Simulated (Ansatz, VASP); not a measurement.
## One calculation of B5O, two programs

```
CELL_PARAMETERS angstrom
2.90894 0.00000 0.00000
-1.45447 2.51922 0.00000
0.00000 0.00000 5.84063
ATOMIC_POSITIONS crystal
B 0.33333 0.66667 0.71723
B 0.33333 0.66667 0.28277
B 0.66667 0.33333 0.28277
B 0.66667 0.33333 0.71723
B 0.00000 0.00000 0.50000
O 0.00000 0.00000 0.00000
```

Alike in both runs: functional PBE; k mesh 6 × 6 × 4; occupations gaussian, width 0.1 eV; collinear spin.

Ansatz relaxed the structure, and its values are those at the end. VASP's run is a single point on that final structure, the one shown.

|  | VASP | Ansatz |
| --- | --- | --- |
| version | VASP 6.6.1 | Ansatz 0.2.0 |
| potentials or method | VASP PAW PBE potentials, release 64 (B, O), cutoff 520 eV | scalar-relativistic, plane waves, PAW |
| valence electrons in the cell | 21 | 21 |

```csv
,VASP,Ansatz,Ansatz less VASP
gap on the k mesh at the Fermi level (eV),none,none,-
pressure (GPa),0.0,0.0,+0.05
net moment per atom (μB),0.00,0.00,0.000
```

A gap of «none» marks a metal or a gap that the smearing closes. Ansatz's warnings: seeded moment not kept.

The k mesh is coarse, so the values compare programs but aren't converged.
